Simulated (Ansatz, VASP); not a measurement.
MoS2: VASP beside Ansatz

```xyz
3
Lattice="1.5981 0.9226 5.8355 -1.5981 0.9226 5.8355 0.0000 -1.8453 5.8355" Properties=species:S:1:pos:R:3 pbc="T T T"
Mo    0.0000    0.0000    0.0003
S     0.0000    0.0000   13.1923
S     0.0000    0.0000   10.1490
```

Alike in both runs: task single point; functional PBE; dispersion D3(BJ); k mesh 12 × 12 × 12; occupations gaussian, width 0.05 eV; no spin polarisation.

```csv
,VASP,Ansatz
version,VASP 6.6.1,Ansatz 0.2.0
potentials or method,"VASP PAW PBE potentials, release 64 (Mo_sv, S), cutoff 520 eV","scalar-relativistic, plane waves, PAW"
valence electrons in the cell,26,26
```

Ansatz gave:

```
gap on the k mesh at the Fermi level (eV)                     : 0.44
least direct gap on the mesh (eV)                             : 1.56
pressure (GPa)                                                : 0.5
traceless stress, the component that is largest in VASP (GPa) : 4.89
rms of the force components (eV/Å)                            : 0.235
```

Question: Which values does VASP return?

Answer: gap on the k mesh at the Fermi level (eV): 0.46; least direct gap on the mesh (eV): 1.57; pressure (GPa): 0.4; traceless stress, the component that is largest in VASP (GPa): 4.86; rms of the force components (eV/Å): 0.228.

Atom by atom the forces differ by 0.008 eV/Å (rms over components).
